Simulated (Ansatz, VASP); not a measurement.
**Two plane-wave programs on Si16Ge**

```
Si Ge
1.0
     0.00000    5.43000    5.43000
     5.43000    0.00000    5.43000
     5.43000    5.43000    0.00000
Si Ge
16 1
Direct
  0.99996 0.00057 0.99953
  0.12419 0.12465 0.12383
  0.00453 0.00500 0.49505
  0.12419 0.12468 0.62695
  0.00451 0.49593 0.00419
  0.12415 0.62790 0.12382
  0.00453 0.49594 0.49502
  0.13651 0.62135 0.62095
  0.49541 0.00499 0.00421
  0.62735 0.12465 0.12383
  0.49544 0.00500 0.49505
  0.62099 0.13709 0.62092
  0.49540 0.49593 0.00419
  0.62120 0.62152 0.13610
  0.49995 0.50069 0.49944
  0.62121 0.62136 0.62095
  0.74991 0.75079 0.74942
```

Alike in both runs: functional PBE; k mesh 2 × 2 × 2; occupations fermi-dirac, width 0.02 eV; no spin polarisation.

Ansatz relaxed the structure, and its values are those at the end. VASP's run is a single point on that final structure, the one shown.

```csv
,VASP,Ansatz
version,VASP 6.6.1,Ansatz 0.2.0
potentials or method,"VASP PAW PBE potentials, release 64 (Si, Ge_d), cutoff 520 eV","scalar-relativistic, plane waves, PAW"
valence electrons in the cell,78,78
```

|  | VASP | Ansatz | Ansatz less VASP |
| --- | --- | --- | --- |
| rms of the force components (eV/Å) | 0.010 | 0.009 | -0.0004 |

The k mesh is coarse, so the values compare programs but aren't converged.
